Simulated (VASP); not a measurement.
Set up this calculation in VASP 6.6.1, as the native input.

| Quantity | Value |
| --- | --- |
| Task | single point |
| Functional | r2SCAN |
| Potentials or basis | VASP PAW PBE potentials, release 64 (Ge_d) |
| Cutoff | 520 eV |
| k mesh | 12 × 12 × 6 |
| Occupations | gaussian, width 0.01 eV |
| Spin | no spin polarisation |
| Dipole correction | no |
| Further INCAR settings | ALGO = Normal; EDIFF = 1e-06; NBANDS = 36 |

Crystal: Ge.

```
Ge
1.0
     3.93571    0.00000    0.00000
    -1.96786    3.40843    0.00000
     0.00000    0.00000    6.62742
Ge
4
Direct
  0.66667 0.33333 0.06417
  0.33333 0.66667 0.56417
  0.66667 0.33333 0.43583
  0.33333 0.66667 0.93583
```

This cell differs from its parent crystal: biaxial strain in the a-b plane: -1.5 %, then relaxed in part.

These files were run (other wordings do the same):

POSCAR

```
Ge
1.0
    3.9357139714      0.0000000000      0.0000000000
   -1.9678569857      3.4084282813      0.0000000000
    0.0000000000      0.0000000000      6.6274170112
Ge
4
Direct
    0.6666666667      0.3333333333      0.0641707281
    0.3333333333      0.6666666667      0.5641707281
    0.6666666667      0.3333333333      0.4358292719
    0.3333333333      0.6666666667      0.9358292719
```

INCAR.step1

```
SYSTEM = Ge
ALGO = Normal
EDIFF = 1E-4
ENCUT = 520
GGA = PE
ISMEAR = 0
LASPH = .TRUE.
LCHARG = .FALSE.
LREAL = .FALSE.
LWAVE = .TRUE.
NBANDS = 36
NELM = 60
PREC = Accurate
SIGMA = 0.01
```

INCAR.step2

```
SYSTEM = Ge
ALGO = Normal
EDIFF = 1E-6
ENCUT = 520
ISIF = 2
ISMEAR = 0
ISTART = 1
LASPH = .TRUE.
LCHARG = .FALSE.
LMIXTAU = .TRUE.
LREAL = .FALSE.
LWAVE = .FALSE.
METAGGA = R2SCAN
NBANDS = 36
NELM = 60
PREC = Accurate
SIGMA = 0.01
```

KPOINTS

```
k-points
0
G
  12 12 6
  0 0 0
```

Potentials or basis: VASP PAW PBE potentials, release 64 (Ge_d).

Run with:

```sh
$ cat potpaw_PBE.64/Ge_d/POTCAR > POTCAR
$ cp INCAR.step1 INCAR
$ mpirun -np 1 vasp_std > vasp.out
$ cp INCAR.step2 INCAR
$ mpirun -np 1 vasp_std > vasp.out
```

Results of the run:

```yaml
Pressure: 2.0 GPa
Band_gap_on_the_k_mesh: 0.31 eV, indirect (least direct gap 0.34 eV)
```

Caveat: the cell differs from its parent crystal (biaxial strain in the a-b plane: -1.5 %, then relaxed in part); the PAW data sets were made with another functional, which shifts forces and pressure a little.

Run time: 9.6 min on 1 thread of Intel Xeon 6975P-C, with other jobs on the host, peak memory 0.32 GiB.
